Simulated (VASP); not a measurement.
# Mo (P6_3/mmc) in VASP: a series of runs

Mo is run at these levels: PBE; tasks: single point, relaxation of cell and atoms.

Everything below comes from runs of VASP 6.6.1. Logs are shortened: lines on timing, memory, paths and dates and some standing lists are left out, and cuts for length are marked.

### Step 1. The cell of the first run

Symmetry: P6_3/mmc, No. 194, hexagonal system. The conventional cell has a = 2.675 Å, b = 2.675 Å, c = 4.674 Å, α = 90.00°, β = 90.00°, γ = 120.00°. Within 3.5 Å of Mo (site symmetry -6m2) lie 12 Mo at 2.67 to 2.80 Å.

### Step 2. Single point, PBE

INCAR reads:

```
SYSTEM = Mo
PREC = Accurate ; ENCUT = 520
EDIFF = 1E-7 ; ISMEAR = -1
SIGMA = 0.05 ; LREAL = .False.
LASPH = .True. ; NELM = 80
ALGO = Normal ; ISIF = 2
LWAVE = .False. ; LCHARG = .False.
GGA = PE ; NBANDS = 21
```

KPOINTS reads:

```
Automatic mesh
0
Gamma
  16 16 9
  0 0 0
```

POSCAR reads:

```
Mo
1.0
    2.6745380425      0.0000000000      0.0000000000
   -1.3372690212      2.3162178882      0.0000000000
    0.0000000000      0.0000000000      4.6743067327
Mo
2
Direct
    0.3333333333      0.6666666667      0.2500000000
    0.6666666667      0.3333333333      0.7500000000
```

Potentials or basis: VASP PAW PBE potentials, release 64 (Mo_sv).

The run is started by

```
$ cat potpaw_PBE.64/Mo_sv/POTCAR > POTCAR
$ mpirun -np 1 vasp_std > vasp.out
```

OUTCAR:

```text
SYSTEM = Mo
   PREC = Accurate
   ENCUT = 520
   EDIFF = 1E-7
   ISMEAR = -1
   LREAL = .False.
   LASPH = .True.
   NELM = 80
   ISIF = 2
   GGA = PE

 ion  position               nearest neighbor table
   1  0.333  0.667  0.250-   2 2.80   2 2.80   2 2.80   2 2.80   2 2.80   2 2.80
   2  0.667  0.333  0.750-   1 2.80   1 2.80   1 2.80   1 2.80   1 2.80   1 2.80

  LATTYP: Found a hexagonal cell.
 ALAT       =     2.6745380425
 C/A-ratio  =     1.7477062051

  Lattice vectors:

 A1 = (   2.6745380425,   0.0000000000,   0.0000000000)
 A2 = (  -1.3372690212,   2.3162178882,   0.0000000000)
 A3 = (   0.0000000000,   0.0000000000,   4.6743067327)

Analysis of symmetry for initial positions (statically):
=====================================================================
 Subroutine PRICEL returns:
 Original cell was already a primitive cell.

 Routine SETGRP: Setting up the symmetry group for a
 hexagonal supercell.

 Subroutine GETGRP returns: Found 24 space group operations
 (whereof 12 operations were pure point group operations)
 out of a pool of 24 trial point group operations.

The static configuration has the point symmetry D_3d.
 The point group associated with its full space group is D_6h.

Analysis of symmetry for dynamics (positions and initial velocities):
=====================================================================
 Subroutine PRICEL returns:
 Original cell was already a primitive cell.

 Routine SETGRP: Setting up the symmetry group for a
 hexagonal supercell.

 Subroutine GETGRP returns: Found 24 space group operations
 (whereof 12 operations were pure point group operations)
 out of a pool of 24 trial point group operations.

The dynamic configuration has the point symmetry D_3d.
 The point group associated with its full space group is D_6h.

 Subroutine INISYM returns: Found 24 space group operations
 (whereof 12 operations are pure point group operations),
 and found     1 'primitive' translations

----------------------------------------------------------------------------------------

                                     Primitive cell

  volume of cell :      28.9565

  direct lattice vectors                    reciprocal lattice vectors
     2.674538043  0.000000000  0.000000000     0.373896346  0.215869156  0.000000000
    -1.337269021  2.316217888  0.000000000     0.000000000  0.431738311  0.000000000
     0.000000000  0.000000000  4.674306733     0.000000000  0.000000000  0.213935468

  length of vectors
     2.674538043  2.674538042  4.674306733     0.431738311  0.431738311  0.213935468

  position of ions in fractional coordinates (direct lattice)
     0.333333333  0.666666667  0.250000000
     0.666666667  0.333333333  0.750000000

  ion indices of the primitive-cell ions
   primitive index   ion index
                 1           1
                 2           2

----------------------------------------------------------------------------------------

 KPOINTS: Automatic mesh

Automatic generation of k-mesh.
 Grid dimensions read from file:
 generate k-points for:   16   16    9

 Generating k-lattice:

  Cartesian coordinates                     Fractional coordinates (reciprocal lattice)
     0.023368522  0.013491822  0.000000000     0.062500000  0.000000000  0.000000000
     0.000000000  0.026983644  0.000000000     0.000000000  0.062500000  0.000000000
     0.000000000  0.000000000  0.023770608     0.000000000  0.000000000  0.111111111

  Length of vectors
     0.026983644  0.026983644  0.023770608

  Shift w.r.t. Gamma in fractional coordinates (k-lattice)
     0.000000000  0.000000000  0.000000000

 Subroutine IBZKPT returns following result:
 ===========================================

 Found    150 irreducible k-points:

 Following reciprocal coordinates:
            Coordinates               Weight
  0.000000  0.000000  0.000000      1.000000
  0.062500 -0.000000  0.000000      6.000000
  0.125000 -0.000000  0.000000      6.000000
  0.187500  0.000000  0.000000      6.000000
  0.250000 -0.000000  0.000000      6.000000
  0.312500 -0.000000  0.000000      6.000000
[... 16 lines left out ...]
  0.187500  0.187500  0.000000      6.000000
  0.250000  0.187500  0.000000     12.000000
 [... further k-points ...]
   k-points           NKPTS =    150   k-points in BZ     NKDIM =    150   number of bands    NBANDS=     21
   number of dos      NEDOS =    301   number of ions     NIONS =      2
   total plane-waves  NPLWV =  14400
   dimension x,y,z NGX =    20 NGY =   20 NGZ =   36
   dimension x,y,z NGXF=    40 NGYF=   40 NGZF=   72
   ions per type =               2
   NGX,Y,Z   is equivalent  to a cutoff of  12.43, 12.43, 12.80 a.u.
   NGXF,Y,Z  is equivalent  to a cutoff of  24.86, 24.86, 25.61 a.u.
 SYSTEM =  Mo
   PREC   = accura    normal or accurate (medium, high low for compatibility)
   ISTART =      0    job   : 0-new  1-cont  2-samecut
   ICHARG =      2    charge: 1-file 2-atom 10-const
[... 71 lines left out ...]
     21      24.8424      0.00000

 k-point     2 :       0.0625   -0.0000    0.0000
  band No.  band energies     occupation
      1     -47.2845      2.00000
      2     -47.0292      2.00000
      3     -22.0626      2.00000
      4     -20.5471      2.00000
      5     -20.5100      2.00000
      6     -20.4615      2.00000
[... 13 lines left out ...]
     20      18.0704      0.00000
     21      24.8289      0.00000

 k-point     3 :       0.1250   -0.0000    0.0000
  band No.  band energies     occupation
      1     -47.2477      2.00000
      2     -47.0049      2.00000
      3     -21.9979      2.00000
      4     -20.7005      2.00000
      5     -20.5587      2.00000
      6     -20.5426      2.00000
[... 13 lines left out ...]
     20      19.3957      0.00000
     21      24.7427      0.00000

 k-point     4 :       0.1875    0.0000    0.0000
  band No.  band energies     occupation
      1     -47.1914      2.00000
      2     -46.9690      2.00000
      3     -21.8960      2.00000
      4     -20.9819      2.00000
      5     -20.8183      2.00000
      6     -20.5898      2.00000
[... 13 lines left out ...]
     20      20.8448      0.00000
     21      24.5365      0.00000

 k-point     5 :       0.2500   -0.0000    0.0000
  band No.  band energies     occupation
      1     -47.1228      2.00000
      2     -46.9277      2.00000
      3     -21.7661      2.00000
      4     -21.3079      2.00000
      5     -21.1315      2.00000
      6     -20.6763      2.00000
[... 13 lines left out ...]
     20      22.2702      0.00000
     21      24.2507      0.00000

 k-point     6 :       0.3125   -0.0000    0.0000
  band No.  band energies     occupation
      1     -47.0509      2.00000
      2     -46.8885      2.00000
      3     -21.6272      2.00000
      4     -21.6204      2.00000
      5     -21.4337      2.00000
      6     -20.7603      2.00000
[... 13 lines left out ...]
     20      23.5698      0.00000
     21      23.9935      0.00000

 k-point     7 :       0.3750    0.0000    0.0000
  band No.  band energies     occupation
      1     -46.9860      2.00000
      2     -46.8583      2.00000
      3     -21.8926      2.00000
      4     -21.6825      2.00000
      5     -21.4759      2.00000
      6     -20.8299      2.00000
[... 13 lines left out ...]
     20      23.7748      0.00000
     21      24.6332      0.00000
[... 291 lines left out ...]
      1     -46.9670      2.00000
      2     -46.8503      2.00000
      3     -21.8447      2.00000
      4     -21.6655      2.00000
      5     -21.4316      2.00000
      6     -20.9538      2.00000
[... 13 lines left out ...]
     20      24.4132      0.00000
     21      25.4838      0.00000

 k-point    21 :       0.3750    0.1250    0.0000
  band No.  band energies     occupation
      1     -46.9218      2.00000
      2     -46.8362      2.00000
      3     -21.9988      2.00000
      4     -21.7876      2.00000
      5     -21.3141      2.00000
      6     -21.0232      2.00000
[... 13 lines left out ...]
     20      23.7095      0.00000
     21      25.9277      0.00000

 k-point    22 :       0.4375    0.1250    0.0000
  band No.  band energies     occupation
      1     -46.9043      2.00000
      2     -46.8328      2.00000
      3     -22.0524      2.00000
      4     -21.8303      2.00000
      5     -21.2632      2.00000
      6     -21.0474      2.00000
[... 13 lines left out ...]
     20      22.9453      0.00000
     21      26.0698      0.00000

 k-point    23 :       0.1875    0.1875    0.0000
  band No.  band energies     occupation
      1     -47.0342      2.00000
      2     -46.8797      2.00000
      3     -21.5855      2.00000
      4     -21.5028      2.00000
      5     -21.4877      2.00000
      6     -20.8517      2.00000
[... 13 lines left out ...]
     20      24.3412      0.00000
     21      24.3537      0.00000

 k-point    24 :       0.2500    0.1875    0.0000
  band No.  band energies     occupation
      1     -46.9735      2.00000
      2     -46.8525      2.00000
      3     -21.7119      2.00000
      4     -21.6180      2.00000
      5     -21.4484      2.00000
      6     -20.9957      2.00000
[... 13 lines left out ...]
     20      24.7917      0.00000
     21      25.6712      0.00000

 [... further k-points ...]
[... 5 lines left out ...]
  --------------------------------------------------------------------------------------
  -------------------------------------------------------------------------------------
  Total        5.7431033      5.7431033      5.7166487      0.0000000      0.0000000     -0.0000000
  in kB      317.7692077    317.7692077    316.3054620      0.0000000      0.0000000     -0.0000000
  external PRESSURE =     317.2812924 kB  Pullay stress =       0.0000000 kB

 VOLUME and BASIS-vectors are now :
 -----------------------------------------------------------------------------
  energy-cutoff  :      520.00
  volume of cell :       28.96
      direct lattice vectors                 reciprocal lattice vectors
     2.674538043  0.000000000  0.000000000     0.373896346  0.215869156  0.000000000
    -1.337269021  2.316217888  0.000000000     0.000000000  0.431738311  0.000000000
     0.000000000  0.000000000  4.674306733     0.000000000  0.000000000  0.213935468

 POSITION                                       TOTAL-FORCE (eV/Angst)
 -----------------------------------------------------------------------------------
     -0.00000      1.54415      1.16858         0.000000     -0.000000      0.000000
      1.33727      0.77207      3.50573        -0.000000      0.000000      0.000000
 -----------------------------------------------------------------------------------
    total drift:                               -0.000000      0.000000     -0.000000

  FREE ENERGIE OF THE ION-ELECTRON SYSTEM (eV)
  ---------------------------------------------------
  free  energy   TOTEN  =       -20.7088311461 eV

  energy  without entropy=      -20.6895418018  energy(sigma->0) =      -20.69918647
```

Run time: 38 s. Hardware: 1 thread of Intel Xeon Platinum 8488C (Sapphire Rapids), shared host; peak memory 0.19 GiB.

What came out:

| Quantity | Value |
| --- | --- |
| Free energy | -20.7088 eV |
| Pressure | 31.7 GPa |
| Band gap on the k mesh | zero (band 14 reaches 15.10 eV, above the bottom of band 15 at 12.80 eV) |

### Step 3. Single point, PBE

INCAR reads:

```
SYSTEM = Mo
PREC = Accurate
ENCUT = 520
EDIFF = 1E-7
ISMEAR = -1
SIGMA = 0.05
LREAL = .False.
LASPH = .True.
NELM = 100
ALGO = Normal
ISIF = 2
LWAVE = .False.
LCHARG = .False.
GGA = PE
NBANDS = 21
```

KPOINTS reads:

```
regular mesh
0
Gamma
  16 16 9
  0 0 0
```

POSCAR reads:

```
Mo
1.0
    2.6744950365      0.0000000000      0.0000000000
   -1.3372475182      2.3161806439      0.0000000000
    0.0000000000      0.0000000000      4.6747936311
Mo
2
Direct
    0.3333333333      0.6666666667      0.2500000000
    0.6666666667      0.3333333333      0.7500000000
```

Potentials or basis: VASP PAW PBE potentials, release 64 (Mo_sv).

The run is started by

```
$ cat potpaw_PBE.64/Mo_sv/POTCAR > POTCAR
$ mpirun -np 1 vasp_std > vasp.out
```

Run time: 38 s. Hardware: 1 thread of Intel Xeon Platinum 8488C (Sapphire Rapids), shared host; peak memory 0.18 GiB.

It converged, with:

```
Free energy            : -20.7092 eV
Pressure               : 31.7 GPa
Band gap on the k mesh : zero (band 14 reaches 15.09 eV, above the bottom of band 15 at 12.80 eV)
```

Stress tensor (GPa, compression positive):
```
31.77  0.00  0.00
 0.00 31.77  0.00
 0.00  0.00 31.59
```

Levels at points of the mesh, in eV from the Fermi level:
```
           k point  band 10  band 11  band 12  band 13  band 14  band 15  band 16  band 17  band 18  band 19
(0.00, 0.00, 0.00)    -5.20    -1.84    -0.83    -0.83    -0.21    -0.21     1.10     1.48     1.48     3.83
(0.50, 0.00, 0.00)    -4.79    -4.51    -1.22    -0.67    -0.26    -0.11     4.31     5.01     5.33     6.76
```

### Step 4. Single point, PBE

INCAR reads:

```
  ALGO = Normal
  EDIFF = 1E-7
  ENCUT = 520
  GGA = PE
  ISIF = 2
  ISMEAR = -1
  LASPH = True
  LCHARG = False
  LREAL = False
  LWAVE = False
  NBANDS = 21
  NELM = 100
  PREC = Accurate
  SIGMA = 0.05
```

KPOINTS reads:

```
k-points
0
Gamma
  16 16 9
```

POSCAR reads:

```
Mo
1.0
    2.6745380146      0.0000000000      0.0000000000
   -1.3372690073      2.3162178640      0.0000000000
    0.0000000000      0.0000000000      4.6743067998
Mo
2
Direct
    0.3333333333      0.6666666667      0.2500000000
    0.6666666667      0.3333333333      0.7500000000
```

The run is started by

```
$ cat potpaw_PBE.64/Mo_sv/POTCAR > POTCAR
$ mpirun -np 1 vasp_std > vasp.out
```

It took 87 s on 1 thread of AMD EPYC 7R13 (Zen 3), shared host; peak memory 0.16 GiB.

Results (log left out):

* Free energy: -20.7088 eV
* Pressure: 31.7 GPa
* Band gap on the k mesh: zero (band 14 reaches 15.10 eV, above the bottom of band 15 at 12.80 eV)

Stress tensor (GPa, compression positive):
```
31.78  0.00  0.00
 0.00 31.78  0.00
 0.00  0.00 31.63
```

Levels at points of the mesh, in eV from the Fermi level:
```
           k point  band 12  band 13  band 14  band 15  band 16  band 17
(0.00, 0.00, 0.00)    -0.83    -0.83    -0.21    -0.21     1.10     1.48
(0.50, 0.00, 0.00)    -1.22    -0.67    -0.25    -0.11     4.32     5.01
```

### Step 5. Single point, PBE

INCAR reads:

```
SYSTEM = Mo
PREC = Accurate
ENCUT = 520
EDIFF = 1E-7
ISMEAR = -1
SIGMA = 0.05
LREAL = .False.
LASPH = .True.
NELM = 80
ALGO = Normal
ISIF = 2
LWAVE = .False.
LCHARG = .False.
GGA = PE
NBANDS = 21
```

KPOINTS reads:

```
regular mesh
0
Gamma
  16 16 9
  0 0 0
```

POSCAR reads:

```
Mo
1.0
    2.6744950241      0.0000000000      0.0000000000
   -1.3372475121      2.3161806332      0.0000000000
    0.0000000000      0.0000000000      4.6747937024
Mo
2
Direct
    0.3333333333      0.6666666667      0.2500000000
    0.6666666667      0.3333333333      0.7500000000
```

The run is started by

```
$ cat potpaw_PBE.64/Mo_sv/POTCAR > POTCAR
$ mpirun -np 1 vasp_std > vasp.out
```

It took 1.8 min on 1 thread of AMD EPYC 7R13 (Zen 3), shared host; peak memory 0.15 GiB.

Results (log left out):

```
Free energy            : -20.7092 eV
Pressure               : 31.7 GPa
Band gap on the k mesh : zero (band 14 reaches 15.09 eV, above the bottom of band 15 at 12.80 eV)
```

Stress tensor (GPa, compression positive):
```
31.77  0.00  0.00
 0.00 31.77  0.00
 0.00  0.00 31.59
```

Levels at points of the mesh, in eV from the Fermi level:
| k point | band 12 | band 13 | band 14 | band 15 | band 16 | band 17 |
| --- | --- | --- | --- | --- | --- | --- |
| (0.00, 0.00, 0.00) | -0.83 | -0.83 | -0.21 | -0.21 | 1.10 | 1.48 |
| (0.50, 0.00, 0.00) | -1.22 | -0.67 | -0.26 | -0.11 | 4.31 | 5.01 |

### Step 6. Relaxation of cell and atoms, PBE, target pressure 31 GPa, at which the enthalpy is minimised

This run uses another cell than the first one, of 14.33 Å³/atom, 0.990 times its volume.

INCAR reads:

```
PREC = Accurate
ENCUT = 600
EDIFF = 1E-6
ISMEAR = -1
SIGMA = 0.05
LREAL = False
LASPH = True
NELM = 80
ALGO = Normal
ISIF = 3
LWAVE = False
LCHARG = False
GGA = PE
IBRION = 2
NSW = 60
EDIFFG = -0.005
PSTRESS = 310.0
```

KPOINTS reads:

```
Automatic mesh
0
Gamma
  16 16 9
```

POSCAR reads:

```
Mo
1.0
    2.7338639041      0.0000000000      0.0000000000
   -1.3669319520      2.3675955914      0.0000000000
    0.0000000000      0.0000000000      4.4288595246
Mo
2
Direct
    0.3333333333      0.6666666667      0.2500000000
    0.6666666667      0.3333333333      0.7500000000
```

Potentials or basis: VASP PAW PBE potentials, release 64 (Mo_sv).

The run is started by

```
$ cat potpaw_PBE.64/Mo_sv/POTCAR > POTCAR
$ mpirun -np 1 vasp_std > vasp.out
```

Wall time 3.9 min (1 thread of Intel Xeon 6975P-C (Granite Rapids), shared host); peak memory 0.22 GiB.

The run converged. Its results:

* Free energy: -20.7186 eV
* Relaxed volume: 14.50 Å³/atom
* Relaxed cell: a = 2.676 Å, b = 2.676 Å, c = 4.676 Å, α = 90.00°, β = 90.00°, γ = 120.00°
* Space group after relaxing (to 0.05 Å): P6_3/mmc (No. 194)
* Energy change on relaxing (the enthalpy is what falls): -49.4 meV/atom
* Ionic steps: 20
* Pressure after relaxing: 31.0 GPa
* Band gap on the k mesh: zero (band 14 reaches 15.06 eV, above the bottom of band 15 at 12.77 eV)

The path:
```tsv
step	energy change (eV)	largest force (eV/Å)	pressure (GPa)	volume (Å³)
1	0.0000	0.0000	33.15	28.67
2	-0.1429	0.0000	23.66	29.47
3	-0.0369	0.0000	30.88	28.85
4	-0.0400	0.0000	30.82	28.86
5	-0.0507	0.0000	30.76	28.90
6	-0.0771	0.0000	30.92	28.95
7	-0.0859	0.0000	31.83	29.01
8	-0.0928	0.0000	31.11	28.98
9	-0.0960	0.0000	31.25	28.99
10	-0.0954	0.0000	31.19	28.99
11	-0.0958	0.0000	31.23	28.99
12	-0.1506	0.0000	27.48	29.29
13	-0.1000	0.0000	30.97	29.01
14	-0.1004	0.0000	30.93	29.01
15	-0.0996	0.0000	30.83	29.01
16	-0.1003	0.0000	30.91	29.01
17	-0.1003	0.0000	30.90	29.01
18	-0.1003	0.0000	30.90	29.01
19	-0.0829	0.0000	31.99	28.93
20	-0.0988	0.0000	31.00	29.01
```

Final structure:
```
Mo
1.0
     2.67649    0.00000    0.00000
    -1.33825    2.31791    0.00000
     0.00000    0.00000    4.67555
Mo
2
Direct
  0.33333 0.66667 0.25000
  0.66667 0.33333 0.75000
```

Levels at points of the mesh, in eV from the Fermi level:
```
           k point  band 11  band 12  band 13  band 14  band 15  band 16  band 17  band 18
(0.00, 0.00, 0.00)    -1.83    -0.83    -0.83    -0.21    -0.21     1.10     1.47     1.47
(0.50, 0.00, 0.00)    -4.50    -1.21    -0.67    -0.25    -0.12     4.31     4.99     5.31
```

Caveat: the cell is relaxed towards a set pressure, so the enthalpy falls and the energy may rise.

### Step 7. Overview

```csv
task,cell,cutoff (eV),gap on the mesh (eV),pressure (GPa)
single point,"a = 2.675, b = 2.675, c = 4.674 Å, angles 90.0, 90.0, 120.0°, 2 atoms",520,none,31.7
single point,"a = 2.674, b = 2.674, c = 4.675 Å, angles 90.0, 90.0, 120.0°, 2 atoms",520,none,31.7
relaxation of cell and atoms,"relaxed to 31 GPa from a = 2.734, b = 2.734, c = 4.429 Å, angles 90.0, 90.0, 120.0°, 2 atoms",600,none,31.0
```

Alike in all rows: level PBE; potentials or basis VASP PAW PBE potentials, release 64 (Mo_sv); no spin polarisation; k mesh 16 × 16 × 9; smearing fermi-dirac 0.05 eV.

Caveats: the cell is relaxed towards a set pressure, so the enthalpy falls and the energy may rise (some runs).

Absolute energies hang on the potentials; compare differences alone.
